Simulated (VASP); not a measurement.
# Sc (I4/mmm) in VASP: notebook

Sc is run at these levels: r2SCAN; tasks: single point.

Program: VASP 6.6.1. These are calculated values, not measurements. Logs are shortened: lines on timing, memory, paths and dates and some standing lists are left out, and cuts for length are marked.

### Step 1. The cell of the first run

Symmetry: I4/mmm, No. 139, tetragonal system. Conventional cell: a = 3.834 Å, b = 3.834 Å, c = 3.435 Å, α = 90.00°, β = 90.00°, γ = 90.00°. Sc (site symmetry 4/mmm) has 14 Sc at 3.21 to 3.83 Å within 4.2 Å.

### Step 2. Single point, r2SCAN

POSCAR

```
Sc
1.0
   -1.9172054859      1.9172054859      1.7176030000
    1.9172054859     -1.9172054859      1.7176030000
    1.9172054859      1.9172054859     -1.7176030000
Sc
1
Direct
    0.0000000000      0.0000000000      0.0000000000
```

INCAR.step1

```
SYSTEM = Sc
PREC = Accurate ; ENCUT = 520
ISMEAR = 0 ; SIGMA = 0.1
LREAL = .FALSE. ; LASPH = .TRUE.
NELM = 60 ; NBANDS = 12
GGA = PE ; ALGO = Normal
EDIFF = 1E-4 ; LWAVE = .TRUE.
LCHARG = .FALSE.
```

INCAR.step2

```
SYSTEM = Sc
PREC = Accurate ; ENCUT = 520
EDIFF = 1E-6 ; ISMEAR = 0
SIGMA = 0.1 ; LREAL = .FALSE.
LASPH = .TRUE. ; NELM = 60
ALGO = Normal ; ISIF = 2
LWAVE = .FALSE. ; LCHARG = .FALSE.
METAGGA = R2SCAN ; LMIXTAU = .TRUE.
NBANDS = 12 ; ISTART = 1
```

KPOINTS

```
regular mesh
0
G
  24 24 24
  0 0 0
```

Potentials or basis: VASP PAW PBE potentials, release 64 (Sc_sv).

Command:

```
$ cat potpaw_PBE.64/Sc_sv/POTCAR > POTCAR
$ cp INCAR.step1 INCAR
$ mpirun -np 1 vasp_std > vasp.out
$ cp INCAR.step2 INCAR
$ mpirun -np 1 vasp_std > vasp.out
```

OUTCAR:

```text
SYSTEM = Sc
   PREC = Accurate
   ENCUT = 520
   EDIFF = 1E-6
   ISMEAR = 0
   LREAL = .FALSE.
   LASPH = .TRUE.
   NELM = 60
   ISIF = 2
   METAGGA = R2SCAN
   ISTART = 1

 ion  position               nearest neighbor table
   1  0.000  0.000  0.000-

  LATTYP: Found a body centered tetragonal cell.
 ALAT       =     3.8344109718
 C/A-ratio  =     0.8958888406

  Lattice vectors:

 A1 = (  -1.9172054859,   1.9172054859,   1.7176030000)
 A2 = (   1.9172054859,  -1.9172054859,   1.7176030000)
 A3 = (   1.9172054859,   1.9172054859,  -1.7176030000)

Analysis of symmetry for initial positions (statically):
=====================================================================
 Subroutine PRICEL returns:
 Original cell was already a primitive cell.

 Routine SETGRP: Setting up the symmetry group for a
 body centered tetragonal supercell.

 Subroutine GETGRP returns: Found 16 space group operations
 (whereof 16 operations were pure point group operations)
 out of a pool of 16 trial point group operations.

The static configuration has the point symmetry D_4h.

Analysis of symmetry for dynamics (positions and initial velocities):
=====================================================================
 Subroutine PRICEL returns:
 Original cell was already a primitive cell.

 Routine SETGRP: Setting up the symmetry group for a
 body centered tetragonal supercell.

 Subroutine GETGRP returns: Found 16 space group operations
 (whereof 16 operations were pure point group operations)
 out of a pool of 16 trial point group operations.

The dynamic configuration has the point symmetry D_4h.

 Subroutine INISYM returns: Found 16 space group operations
 (whereof 16 operations are pure point group operations),
 and found     1 'primitive' translations

----------------------------------------------------------------------------------------

                                     Primitive cell

  volume of cell :      25.2534

  direct lattice vectors                    reciprocal lattice vectors
    -1.917205486  1.917205486  1.717603000     0.000000000  0.260796249  0.291103357
     1.917205486 -1.917205486  1.717603000     0.260796249  0.000000000  0.291103357
     1.917205486  1.917205486 -1.717603000     0.260796249  0.260796249  0.000000000

  length of vectors
     3.209597142  3.209597142  3.209597142     0.390839927  0.390839927  0.368821593

  position of ions in fractional coordinates (direct lattice)
     0.000000000  0.000000000  0.000000000

  ion indices of the primitive-cell ions
   primitive index   ion index
                 1           1

----------------------------------------------------------------------------------------

 KPOINTS: regular mesh

Automatic generation of k-mesh.
 Grid dimensions read from file:
 generate k-points for:   24   24   24

 Generating k-lattice:

  Cartesian coordinates                     Fractional coordinates (reciprocal lattice)
     0.000000000  0.010866510  0.012129307     0.041666667  0.000000000  0.000000000
     0.010866510  0.000000000  0.012129307     0.000000000  0.041666667  0.000000000
     0.010866510  0.010866510  0.000000000     0.000000000  0.000000000  0.041666667

  Length of vectors
     0.016284997  0.016284997  0.015367566

  Shift w.r.t. Gamma in fractional coordinates (k-lattice)
     0.000000000  0.000000000  0.000000000

 Subroutine IBZKPT returns following result:
 ===========================================

 Found   1063 irreducible k-points:

 Following reciprocal coordinates:
            Coordinates               Weight
  0.000000  0.000000  0.000000      1.000000
  0.041667  0.000000  0.000000      8.000000
  0.083333 -0.000000  0.000000      8.000000
  0.125000 -0.000000  0.000000      8.000000
  0.166667  0.000000  0.000000      8.000000
  0.208333 -0.000000  0.000000      8.000000
[... 16 lines left out ...]
  0.416667  0.041667  0.000000     16.000000
  0.458333  0.041667  0.000000     16.000000
 [... further k-points ...]
   k-points           NKPTS =   1063   k-points in BZ     NKDIM =   1063   number of bands    NBANDS=     12
   number of dos      NEDOS =    301   number of ions     NIONS =      1
   total plane-waves  NPLWV =  13824
   dimension x,y,z NGX =    24 NGY =   24 NGZ =   24
   dimension x,y,z NGXF=    48 NGYF=   48 NGZF=   48
   ions per type =               1
   NGX,Y,Z   is equivalent  to a cutoff of  12.43, 12.43, 12.43 a.u.
   NGXF,Y,Z  is equivalent  to a cutoff of  24.86, 24.86, 24.86 a.u.
 SYSTEM =  Sc
   PREC   = accura    normal or accurate (medium, high low for compatibility)
   ISTART =      1    job   : 0-new  1-cont  2-samecut
   ICHARG =      0    charge: 1-file 2-atom 10-const
   ISPIN  =      1    spin polarized calculation?
   LNONCOLLINEAR =      F non collinear calculations
   LSORBIT =      F    spin-orbit coupling
   LASPH  =      T    aspherical Exc in radial PAW
   ENCUT  =  520.0 eV  38.22 Ry    6.18 a.u.   5.97  5.97  5.97*2*pi/ulx,y,z
   NELM   =     60;   NELMIN=  2; NELMDL=  0     # of ELM steps
   EDIFF  = 0.1E-05   stopping-criterion for ELM
   LREAL  =      F    real-space projection
   EDIFFG = 0.1E-04   stopping-criterion for IOM
   NSW    =      0    number of steps for IOM
   IBRION =     -1    ionic relax: 0-MD 1-quasi-New 2-CG
   NFREE  =      0    steps in history (QN), initial steepest desc. (CG)
   ISIF   =      2    stress and relaxation
   ISYM   =      2    0-nonsym 1-usesym 2-fastsym
   POTIM  = 0.5000    time-step for ionic-motion
   TEBEG  =    0.0;   TEEND  =   0.0 temperature during run
   PSTRESS=    0.0 pullay stress
   NELECT =      11.0000    total number of electrons
   NUPDOWN=      -1.0000    fix difference up-down
   EMIN   =  10.00;   EMAX   =-10.00  energy-range for DOS
   EFERMI =   0.00;   METHOD = LEGACY
   ISMEAR =     0;   SIGMA  =   0.10  broadening in eV -4-tet -1-fermi 0-gaus
   EFERMI_NEDOS =   21; number of points for ismear=-14 and -15
   IALGO  =     38    algorithm
   IMIX   =      4    mixing-type and parameters
     AMIX     =   0.40;   BMIX     =  1.00
     AMIX_MAG =   1.60;   BMIX_MAG =  1.00
  volume/ion in A,a.u.               =      25.25       170.42
  Fermi-wavevector in a.u.,A,eV,Ry     =   1.240983  2.345117 20.953486  1.540038
  Thomas-Fermi vector in A             =   2.375400
   LORBIT       =      0    0 simple, 1 ext, 2 COOP (PROOUT), +10 PAW based schemes
   METAGGA = R2SCAN    functional components
   LHFCALC =     F    Hartree Fock is set to
   AEXX    =    0.0000 exact exchange contribution
   IVDW    =     0    specifies the selected vdW correction
   LEPSILON=     F    determine dielectric tensor
   LRPA    =     F    only Hartree local field effects (RPA)
 non-spin polarized calculation
 Gauss-broadening in eV      SIGMA  =   0.10
  energy-cutoff  :      520.00
  volume of cell :       25.25
 maximum number of plane-waves:       706
   NGX = 11   NGY = 11   NGZ = 11

 number of electron      11.0000004 magnetization

 Free energy of the ion-electron system (eV)
  ---------------------------------------------------
  ext. energy  EPLUGINS =         0.00000000
  ---------------------------------------------------
  free energy    TOTEN  =       -11.27336311 eV

  energy without entropy =      -11.26261020  energy(sigma->0) =      -11.26798665

 E-fermi :   3.7074     XC(G=0): -10.4943

 val. band max:        3.7070678918   @ k =   0.2917   0.2500   0.1667
 cond. band min:       3.7085465687   @ k =   0.2083   0.1667   0.1667
 fundamental gap:      0.0014786769
 Fermi energy:         3.7073931317

 k-point     1 :       0.0000    0.0000    0.0000
  band No.  band energies     occupation
      1     -48.0884      2.00000
      2     -25.5413      2.00000
      3     -25.5412      2.00000
      4     -25.5036      2.00000
      5      -1.8563      2.00000
      6       4.9435      0.00000
      7       5.6671      0.00000
      8       5.6671      0.00000
      9       6.2146      0.00000
     10       7.0301      0.00000
     11      17.6288      0.00000
     12      17.6289      0.00000

 k-point     2 :       0.0417    0.0000    0.0000
  band No.  band energies     occupation
      1     -48.0873      2.00000
      2     -25.5445      2.00000
      3     -25.5434      2.00000
      4     -25.5075      2.00000
      5      -1.8061      2.00000
      6       4.9521      0.00000
      7       5.6516      0.00000
      8       5.6631      0.00000
      9       6.2189      0.00000
     10       7.0051      0.00000
     11      17.6243      0.00000
     12      17.6763      0.00000

 k-point     3 :       0.0833   -0.0000    0.0000
  band No.  band energies     occupation
      1     -48.0842      2.00000
      2     -25.5570      2.00000
      3     -25.5496      2.00000
      4     -25.5158      2.00000
      5      -1.6570      2.00000
      6       4.9620      0.00000
      7       5.5933      0.00000
      8       5.6697      0.00000
      9       6.2401      0.00000
     10       6.9404      0.00000
     11      17.5865      0.00000
     12      17.8114      0.00000
[... 286 lines left out ...]
 k-point    23 :       0.4167    0.0417    0.0000
  band No.  band energies     occupation
      1     -48.0276      2.00000
      2     -25.8838      2.00000
      3     -25.6602      2.00000
      4     -25.5509      2.00000
      5       1.8172      2.00000
      6       3.9466      0.00072
      7       4.1331      0.00000
      8       6.6512      0.00000
      9       7.3733      0.00000
     10       7.8847      0.00000
     11      11.4404      0.00000
     12      14.3904      0.00000

 k-point    24 :       0.4583    0.0417    0.0000
  band No.  band energies     occupation
      1     -48.0257      2.00000
      2     -25.8950      2.00000
      3     -25.6646      2.00000
      4     -25.5511      2.00000
      5       1.9604      2.00000
      6       3.9093      0.00431
      7       4.1549      0.00000
      8       6.6546      0.00000
      9       7.4046      0.00000
     10       8.0259      0.00000
     11      11.1302      0.00000
     12      14.2431      0.00000

 [... further k-points ...]

------------------------ aborting loop because EDIFF is reached ----------------------------------------

  FORCE on cell =-STRESS in cart. coord.  units (eV):
  Direction    XX          YY          ZZ          XY          YZ          ZX
  --------------------------------------------------------------------------------------
  -------------------------------------------------------------------------------------
  Total       -0.1559719     -0.1559719      0.2441687      0.0000000      0.0000000      0.0000000
  in kB       -9.8954786     -9.8954786     15.4910377      0.0000000      0.0000000      0.0000000
  external PRESSURE =      -1.4333065 kB  Pullay stress =       0.0000000 kB

 VOLUME and BASIS-vectors are now :
 -----------------------------------------------------------------------------
  energy-cutoff  :      520.00
  volume of cell :       25.25
      direct lattice vectors                 reciprocal lattice vectors
    -1.917205486  1.917205486  1.717603000     0.000000000  0.260796249  0.291103357
     1.917205486 -1.917205486  1.717603000     0.260796249  0.000000000  0.291103357
     1.917205486  1.917205486 -1.717603000     0.260796249  0.260796249  0.000000000

 POSITION                                       TOTAL-FORCE (eV/Angst)
 -----------------------------------------------------------------------------------
      0.00000      0.00000      0.00000        -0.000000      0.000000      0.000000
 -----------------------------------------------------------------------------------
    total drift:                                0.000000      0.000000      0.000000

  FREE ENERGIE OF THE ION-ELECTRON SYSTEM (eV)
  ---------------------------------------------------
  free  energy   TOTEN  =       -11.2733631096 eV

  energy  without entropy=      -11.2626101992  energy(sigma->0) =      -11.26798665
```

Wall time 7.3 min (1 thread of Intel Xeon Platinum 8488C (Sapphire Rapids), shared host); peak memory 0.39 GiB.

What came out:

- Free energy: -11.2734 eV
- Pressure: -0.1 GPa
- Band gap on the k mesh: zero (an odd number of electrons rules out a gap without spin polarisation)

Caveat: the PAW data sets were made with another functional, which shifts forces and pressure a little.

### Step 3. Single point, r2SCAN

POSCAR is that of step 2.

INCAR.step1

```
SYSTEM = Sc
PREC = Accurate
ENCUT = 520
ISMEAR = 0
SIGMA = 0.1
LREAL = .False.
LASPH = .True.
NELM = 100
NBANDS = 12
GGA = PE
ALGO = Normal
EDIFF = 1E-4
LWAVE = .True.
LCHARG = .False.
```

INCAR.step2

```
SYSTEM = Sc
PREC = Accurate
ENCUT = 520
EDIFF = 1E-6
ISMEAR = 0
SIGMA = 0.1
LREAL = .False.
LASPH = .True.
NELM = 100
ALGO = Normal
ISIF = 2
LWAVE = .False.
LCHARG = .False.
METAGGA = R2SCAN
LMIXTAU = .True.
NBANDS = 12
ISTART = 1
```

KPOINTS

```
Automatic mesh
0
Gamma
  26 26 26
  0 0 0
```

Potentials or basis: VASP PAW PBE potentials, release 64 (Sc_sv).

Command:

```
$ cat potpaw_PBE.64/Sc_sv/POTCAR > POTCAR
$ cp INCAR.step1 INCAR
$ mpirun -np 1 vasp_std > vasp.out
$ cp INCAR.step2 INCAR
$ mpirun -np 1 vasp_std > vasp.out
```

Wall time 7.9 min (1 thread of Intel Xeon Platinum 8488C (Sapphire Rapids), shared host); peak memory 0.46 GiB.

It converged, with:

```
Free energy            : -11.2734 eV
Pressure               : -0.1 GPa
Band gap on the k mesh : zero (an odd number of electrons rules out a gap without spin polarisation)
```

Stress tensor (GPa, compression positive):
```
-0.99  0.00  0.00
 0.00 -0.99  0.00
 0.00  0.00  1.55
```

Levels at points of the mesh, in eV from the Fermi level:
```
           k point  band 2  band 3  band 4  band 5  band 6  band 7  band 8  band 9
(0.00, 0.00, 0.00)  -29.25  -29.25  -29.21   -5.56    1.24    1.96    1.96    2.51
(0.50, 0.00, 0.00)  -29.61  -29.37  -29.26   -1.76    0.20    0.48    2.95    3.69
(0.50, 0.50, 0.00)  -29.62  -29.31  -29.23   -1.91   -0.13    1.05    2.45    3.07
(0.50, 0.50, 0.50)  -29.53  -29.53  -29.41   -1.40   -1.16    4.02    4.02    4.14
```

Caveat: the PAW data sets were made with another functional, which shifts forces and pressure a little.
